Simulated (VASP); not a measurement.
# Si6O11 (a cell with a defect) in VASP: notebook, part 2 of 2

VASP 6.6.1. Earlier steps stand in the parts before.

## Step 4: Single point, PBE (atom 16 moved 0.000 of the way to it and +0.250 Å across, host rigid)

INCAR

```
SYSTEM = Si6O11
ALGO = Normal
EDIFF = 1E-6
ENCUT = 520
GGA = PE
ISIF = 2
ISMEAR = 0
LASPH = .TRUE.
LCHARG = .FALSE.
LREAL = Auto
LWAVE = .FALSE.
NBANDS = 59
NELECT = 88.0
NELM = 80
PREC = Accurate
SIGMA = 0.05
```

KPOINTS

```
k-points
0
G
  4 4 2
  0 0 0
```

POSCAR

```
Si6O11
1.0
   -2.5103274377      4.3480146658      0.0000000000
    0.0000000000      0.0000000000      5.5092660079
    7.5309823132      4.3480146658      0.0000000000
Si O
6 11
Direct
    0.7617495765      0.3333333333      0.2382504235
    0.2617495765      0.3333333333      0.7382504235
    0.9765008470      0.6666666667      0.5000000000
    0.4765008470      0.6666666667      0.0000000000
    0.2617495765      0.0000000000      0.2617495765
    0.7617495765      0.0000000000      0.7617495765
    0.0486521033      0.2055717715      0.2072260374
    0.5486521033      0.2055717715      0.7072260374
    0.7865130045      0.5389051049      0.3720609296
    0.2865130045      0.5389051049      0.8720609296
    0.6648348922      0.8722384382      0.9207130329
    0.2865130045      0.7944282285      0.1279390704
    0.7865130045      0.7944282285      0.6279390704
    0.6648348922      0.4610948951      0.0792869671
    0.1648348922      0.4610948951      0.5792869671
    0.5825848004      0.1017060264      0.3058198307
    0.0486521033      0.1277615618      0.7927739626
```

Potentials or basis: VASP PAW PBE potentials, release 64 (Si, O).

Started as:

```bash
$ cat potpaw_PBE.64/Si/POTCAR potpaw_PBE.64/O/POTCAR > POTCAR
$ mpirun -np 1 vasp_std > vasp.out
```

OUTCAR:

```text
SYSTEM = Si6O11
   EDIFF = 1E-6
   ENCUT = 520
   GGA = PE
   ISIF = 2
   ISMEAR = 0
   LASPH = .TRUE.
   LREAL = Auto
   NELECT = 88.0
   NELM = 80
   PREC = Accurate

 ion  position               nearest neighbor table
   1  0.762  0.333  0.238-  14 1.63   7 1.63   9 1.63  16 1.67   5 3.12   5 3.12   3 3.12   4 3.12

   2  0.262  0.333  0.738-  15 1.63   8 1.63  17 1.63  10 1.63   6 3.12   6 3.12   4 3.12   3 3.12

   3  0.977  0.667  0.500-  13 1.63   9 1.63  15 1.63   5 3.12   6 3.12   1 3.12   2 3.12
   4  0.477  0.667  0.000-  12 1.63  10 1.63  11 1.63  14 1.63   6 3.12   5 3.12   2 3.12   1 3.12

[... 1421 lines left out ...]
  in kB     -120.8569775   -139.4954520   -119.5013236      3.3780129     -7.4177947     25.5864627
  external PRESSURE =    -126.6179177 kB  Pullay stress =       0.0000000 kB

 VOLUME and BASIS-vectors are now :
 -----------------------------------------------------------------------------
  energy-cutoff  :      520.00
  volume of cell :      240.53
      direct lattice vectors                 reciprocal lattice vectors
    -2.510327438  4.348014666  0.000000000    -0.099588602  0.172492518  0.000000000
     0.000000000  0.000000000  5.509266008     0.000000000  0.000000000  0.181512383
     7.530982313  4.348014666  0.000000000     0.099588602  0.057497506  0.000000000

 POSITION                                       TOTAL-FORCE (eV/Angst)
 -----------------------------------------------------------------------------------
     -0.11798      4.34801      1.83642        -0.228673     -1.256069      0.001009
      4.90267      4.34801      1.83642         0.931831      1.205163     -0.167721
      1.31415      6.41985      3.67284         2.431441     -0.663982     -2.418140
     -1.19617      2.07183      3.67284        -1.221825     -0.015714     -0.772843
      1.31415      2.27618      0.00000        -3.552778      1.333460      1.481717
      3.82448      6.62420      0.00000         0.947812      0.360276      1.062676
[... 9 lines left out ...]
      0.84065      3.86280      0.56033         1.192276     -2.730804     -0.570582
      5.84823      3.65853      0.70387        -0.334164     -0.138371      0.044813
 -----------------------------------------------------------------------------------
    total drift:                                0.004609     -0.007915     -0.000794

  FREE ENERGIE OF THE ION-ELECTRON SYSTEM (eV)
  ---------------------------------------------------
  free  energy   TOTEN  =      -133.3609491357 eV

  energy  without entropy=     -133.3485050451  energy(sigma->0) =     -133.35472709
```

OSZICAR:

```text
N       E                     dE             d eps       ncg     rms          rms(c)
DAV:   1     0.540128106769E+03    0.54013E+03   -0.45136E+04  2376   0.136E+03
DAV:   2    -0.105700006468E+03   -0.64583E+03   -0.62839E+03  2858   0.313E+02
DAV:   3    -0.150954580366E+03   -0.45255E+02   -0.45028E+02  2880   0.888E+01
[... 17 lines left out ...]
DAV:  21    -0.133360959537E+03    0.31027E-04   -0.37200E-05  2960   0.220E-02    0.478E-02
DAV:  22    -0.133360988069E+03   -0.28532E-04   -0.40253E-05  2805   0.215E-02    0.665E-02
DAV:  23    -0.133360950000E+03    0.38070E-04   -0.20148E-04  3488   0.428E-02    0.204E-02
DAV:  24    -0.133360950951E+03   -0.95191E-06   -0.31014E-05  2736   0.171E-02    0.127E-02
DAV:  25    -0.133360949384E+03    0.15671E-05   -0.13697E-05  2016   0.104E-02    0.887E-03
DAV:  26    -0.133360949136E+03    0.24861E-06   -0.50983E-06  1677   0.747E-03
   1 F= -.13336095E+03 E0= -.13335473E+03  d E =-.124441E-01
```

Run time: 7.9 min. Hardware: 1 thread of Intel Xeon Platinum 8559C (Emerald Rapids), shared host; peak memory 0.42 GiB.

What came out:

| Item | Value |
| --- | --- |
| Free energy | -133.3609 eV |
| Largest force | 4.074 eV/Å |

Forces on the atoms (eV/Å):
```
Si  -0.229 -1.256  0.001
Si   0.932  1.205 -0.168
Si   2.431 -0.664 -2.418
Si  -1.222 -0.016 -0.773
Si  -3.553  1.333  1.482
Si   0.948  0.360  1.063
O    0.070  1.656 -1.040
O   -0.224 -0.170 -0.094
O    0.031  0.771  1.191
O    0.030 -0.007  0.160
O    0.097 -0.041 -0.136
O    2.121  0.114  0.799
O   -1.662  0.037 -0.088
O    0.683  0.520 -0.595
O   -1.313 -0.975  1.140
O    1.192 -2.731 -0.571
O   -0.334 -0.138  0.045
```

Levels at points of the mesh, in eV from the Fermi level:
```tsv
k point	band 42	band 43	band 44	band 45	band 46	band 47
(0.00, 0.00, 0.00)	-0.59	-0.27	-0.04	-0.01	3.82	6.27
(0.50, 0.00, 0.00)	-0.67	-0.19	-0.05	0.07	3.68	6.40
(0.00, 0.50, 0.00)	-0.45	-0.27	-0.05	0.11	3.65	6.27
(0.50, 0.50, 0.00)	-0.60	-0.54	-0.37	0.14	3.81	6.67
(0.00, 0.00, 0.50)	-0.63	-0.25	-0.07	0.13	3.72	6.23
(0.50, 0.00, 0.50)	-0.63	-0.19	-0.05	0.00	3.70	6.42
(0.00, 0.50, 0.50)	-0.51	-0.34	-0.04	0.16	3.64	6.29
(0.50, 0.50, 0.50)	-0.56	-0.54	-0.30	0.06	3.80	6.77
```

Caveat: the k points lie up to 0.36 Å⁻¹ apart; the cell carries a net charge on a neutralising background, which shifts energy and pressure; the cell differs from its parent crystal (atom 16 moved 0.000 of the way to it and +0.250 Å across, host rigid); the cell is charged against a uniform background, so pressure and absolute levels hang on convention.
